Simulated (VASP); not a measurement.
A run of VASP 6.6.1:

The input INCAR:

```
PREC     = Accurate       # precision mode
ENCUT    = 520            # plane-wave cutoff, eV
EDIFF    = 1E-7           # SCF threshold, eV
ISMEAR   = -1             # smearing method
SIGMA    = 0.01           # smearing width, eV
LREAL    = Auto         
LASPH    = T              # aspherical terms in the spheres
NELM     = 100            # most SCF steps
ALGO     = Normal         # electronic algorithm
ISIF     = 2              # what is computed and relaxed
LWAVE    = F              # write WAVECAR
LCHARG   = F              # write CHGCAR
GGA      = PE             # functional
NBANDS   = 179            # bands
```

File KPOINTS:

```
Automatic mesh
0
Gamma
  3 3 2
```

File POSCAR:

```
ZrSn11O24
1.0
    4.7380000000      4.7380000000      0.0000000000
   -4.7380000000      4.7380000000      0.0000000000
    0.0000000000      0.0000000000      9.5595000000
Zr Sn O
1 11 24
Direct
    0.0000000000      0.0000000000      0.0000000000
    0.0000000000      0.0000000000      0.3333333333
    0.0000000000      0.0000000000      0.6666666667
    0.5000000000      0.5000000000      0.0000000000
    0.5000000000      0.5000000000      0.3333333333
    0.5000000000      0.5000000000      0.6666666667
    0.5000000000      0.0000000000      0.1666666667
    0.5000000000      0.0000000000      0.5000000000
    0.5000000000      0.0000000000      0.8333333333
    0.0000000000      0.5000000000      0.1666666667
    0.0000000000      0.5000000000      0.5000000000
    0.0000000000      0.5000000000      0.8333333333
    0.3071000000      0.0000000000      0.0000000000
    0.3071000000      0.0000000000      0.3333333333
    0.3071000000      0.0000000000      0.6666666667
    0.8071000000      0.5000000000      0.0000000000
    0.8071000000      0.5000000000      0.3333333333
    0.8071000000      0.5000000000      0.6666666667
    0.5000000000      0.3071000000      0.1666666667
    0.5000000000      0.3071000000      0.5000000000
    0.5000000000      0.3071000000      0.8333333333
    0.0000000000      0.8071000000      0.1666666667
    0.0000000000      0.8071000000      0.5000000000
    0.0000000000      0.8071000000      0.8333333333
    0.6929000000      0.0000000000      0.0000000000
    0.6929000000      0.0000000000      0.3333333333
    0.6929000000      0.0000000000      0.6666666667
    0.1929000000      0.5000000000      0.0000000000
    0.1929000000      0.5000000000      0.3333333333
    0.1929000000      0.5000000000      0.6666666667
    0.5000000000      0.6929000000      0.1666666667
    0.5000000000      0.6929000000      0.5000000000
    0.5000000000      0.6929000000      0.8333333333
    0.0000000000      0.1929000000      0.1666666667
    0.0000000000      0.1929000000      0.5000000000
    0.0000000000      0.1929000000      0.8333333333
```

Potentials or basis: VASP PAW PBE potentials, release 64 (Zr_sv, Sn_d, O).

Command:

```sh
$ cat potpaw_PBE.64/Zr_sv/POTCAR potpaw_PBE.64/Sn_d/POTCAR potpaw_PBE.64/O/POTCAR > POTCAR
$ mpirun -np 1 vasp_std > vasp.out
```

Hardware: 1 thread of AMD EPYC 7R13 Processor (Zen 3), on a shared host.

How long does it take, and how much memory?

Run time: 21 min on 1 thread of AMD EPYC 7R13 Processor (Zen 3), with other jobs on the host, peak memory 0.64 GiB. Counts: scf iterations 19, k points 8.
